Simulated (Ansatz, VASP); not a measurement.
**CdS: VASP beside Ansatz**

The input INCAR:

```
SYSTEM = CdS
ALGO = Normal
EDIFF = 1E-8
ENCUT = 520
GGA = CA
ISIF = 2
ISMEAR = -1
LASPH = .True.
LCHARG = .False.
LEFG = .True.
LREAL = .False.
LWAVE = .False.
NBANDS = 26
NELM = 60
PREC = Accurate
SIGMA = 0.02
```

Contents of KPOINTS:

```
k-points
0
Gamma
  8 8 4
  0 0 0
```

POSCAR

```
CdS
1.0
    4.1070480370      0.0000000000      0.0000000000
   -2.0535240185      3.5568079346      0.0000000000
    0.0000000000      0.0000000000      6.7037033332
Cd S
2 2
Direct
    0.3333333333      0.6666666667      0.0000000000
    0.6666666667      0.3333333333      0.5000000000
    0.3333333333      0.6666666667      0.3850000000
    0.6666666667      0.3333333333      0.8850000000
```

Input for Ansatz:

```yaml
crystal:
  lattice:
    - [4.107048037, 0.0, 0.0]
    - [-2.0535240185, 3.5568079346, 0.0]
    - [0.0, 0.0, 6.7037033332]
  atoms:
    - { symbol: Cd, position: [0.3333333333, 0.6666666667, 0.0] }
    - { symbol: Cd, position: [0.6666666667, 0.3333333333, 0.5] }
    - { symbol: S, position: [0.3333333333, 0.6666666667, 0.385] }
    - { symbol: S, position: [0.6666666667, 0.3333333333, 0.885] }
kpoints:
  mp_grid: { grid: [8, 8, 4] }
scf:
  occupations: { method: fermi_dirac, width: 0.02 }
hamiltonian:
  xc: lda
  pseudopotentials: { kind: all_electron, datasets: crystal }
output:
  forces: true
  stress: true
  eigenvalues: true
  efg: { contact_densities: true }
```

Change from the starting cell: volume scaled by 0.98, crystal datasets.

Alike in both runs: task electric field gradients; functional LDA; k mesh 8 × 8 × 4; occupations fermi-dirac, width 0.02 eV; no spin polarisation.

|  | VASP | Ansatz |
| --- | --- | --- |
| version | VASP 6.6.1 | Ansatz 0.2.0 |
| potentials or method | VASP PAW LDA potentials, release 64 (Cd, S), cutoff 520 eV | all-electron PAW with datasets made for the crystal, scalar-relativistic |

```csv
,VASP,Ansatz,Ansatz less VASP
gap on the k mesh at the Fermi level (eV),1.02,0.99,-0.030
pressure (GPa),-1.1,-1.5,-0.48
"traceless stress, the component that is largest in VASP (GPa)",-1.46,-1.38,+0.080
rms of the force components (eV/Å),0.155,0.148,-0.0066
size of Vzz on the site where it differs most (V/Å²),36.8,32.1,-4.70
```

LDA's correlation is that of Perdew and Zunger in VASP and of Perdew and Wang (1992) in Ansatz. Atom by atom the forces differ by 0.007 eV/Å (rms over components). Ansatz ran all-electron here, and VASP with PAW potentials.
